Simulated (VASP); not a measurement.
Re: single point with LDA

The system is Re.

```xyz
2
Lattice="2.8149 0.0000 0.0000 -1.4075 2.4378 0.0000 0.0000 0.0000 4.5456" Properties=species:S:1:pos:R:3 pbc="T T T"
Re    1.4075    0.8126    3.4092
Re    0.0000    1.6252    1.1364
```

```json
{"Program": "VASP 6.6.1", "Task": "single point", "Functional": "LDA", "Potentials or basis": "VASP PAW LDA potentials, release 64 (Re)", "Cutoff": "520 eV", "k mesh": "11 × 11 × 6", "Occupations": "fermi-dirac, width 0.05 eV", "Spin": "no spin polarisation"}
```

| Property | Result |
| --- | --- |
| Pressure | -27.8 GPa |
| Band gap on the k mesh | zero (band 7 reaches 8.43 eV, above the bottom of band 8 at 5.55 eV) |

Stress tensor (GPa, compression positive):
```
-27.56   0.00   0.00
  0.00 -27.56   0.00
  0.00   0.00 -28.21
```

Levels at points of the mesh, in eV from the Fermi level:
```csv
k point,band 4,band 5,band 6,band 7,band 8,band 9,band 10,band 11
"(0.00, 0.00, 0.00)",-1.46,-1.46,-0.70,-0.70,0.15,0.15,0.63,3.08
"(0.00, 0.00, 0.50)",-2.21,-1.59,-1.59,-1.59,-1.59,2.31,2.31,2.31
```

It took 32 s on 1 thread of AMD EPYC 7R43 64-Core Processor (Zen 3), on a shared host, peak memory 0.12 GiB.

Caveat: spin-orbit coupling is left out, which moves the levels of the heavy elements.
